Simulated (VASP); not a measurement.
## WO: single point with PBE+U

Crystal: WO.

```xyz
2
Lattice="0.0000 2.5497 2.5497 2.5497 0.0000 2.5497 2.5497 2.5497 0.0000" Properties=species:S:1:pos:R:3 pbc="T T T"
W     0.0000    0.0000    0.0000
O     1.2749    1.2749    1.2749
```

```yaml
Program: VASP 6.6.1
Task: single point
Functional: PBE
Potentials_or_basis: VASP PAW PBE potentials, release 64 (W_sv, O)
Cutoff: 520 eV
k_mesh: 10 × 10 × 10
Occupations: gaussian, width 0.02 eV
Spin: collinear spin, ferromagnetic start
Starting_moments: "[1.0, 0.0] μB"
Hubbard_terms: W d U = 6.2 eV
Dipole_correction: no
Further_INCAR_settings: ALGO = Normal; EDIFF = 1e-06; NBANDS = 21
```

```
Pressure                                              : -19.0 GPa
Band gap on the k mesh                                : 0.70 eV, indirect (least direct gap 1.04 eV)
Net moment                                            : 2.00 μB per cell
Site moments                                          : W +1.76; O -0.00 μB
Valence electrons inside the program's atomic spheres : W 11.40; O 5.00
```

Levels at points of the mesh, in eV from the valence-band top:
Spin up:
| k point | band 8 | band 9 | band 10 | band 11 | band 12 | band 13 | band 14 | band 15 |
| --- | --- | --- | --- | --- | --- | --- | --- | --- |
| (0.00, 0.00, 0.00) | -6.72 | -3.68 | -3.68 | -3.46 | 2.75 | 2.75 | 2.75 | 10.72 |
| (0.50, 0.00, 0.00) | -6.71 | -3.00 | -3.00 | -0.65 | 1.77 | 1.93 | 1.93 | 5.00 |
| (0.50, 0.50, 0.00) | -5.80 | -2.93 | -2.77 | -2.07 | 1.58 | 1.58 | 5.26 | 5.44 |
Spin down:
| k point | band 5 | band 6 | band 7 | band 8 | band 9 | band 10 | band 11 | band 12 | band 13 | band 14 |
| --- | --- | --- | --- | --- | --- | --- | --- | --- | --- | --- |
| (0.00, 0.00, 0.00) | -20.46 | -6.42 | -6.42 | -6.42 | -2.90 | 2.51 | 2.51 | 3.57 | 3.57 | 3.57 |
| (0.50, 0.00, 0.00) | -20.06 | -7.07 | -6.06 | -6.06 | -0.03 | 2.45 | 2.45 | 2.60 | 3.02 | 3.02 |
| (0.50, 0.50, 0.00) | -19.93 | -7.34 | -5.66 | -5.66 | -1.47 | 1.44 | 2.69 | 2.69 | 3.75 | 6.20 |

Eigenvalues of the final occupation matrices:
```tsv
site	spin	trace	eigenvalues
site 1 d	1	2.36	0.24 0.24 0.24 0.82 0.82
site 1 d	2	0.62	0.03 0.03 0.19 0.19 0.19
```

It took 120 s on 1 thread of Intel Xeon 8259CL (shared host), peak memory 0.21 GiB.

Caveat: spin-orbit coupling is left out, which moves the levels of the heavy elements. The state reached can hang on the start; a lower one may exist.
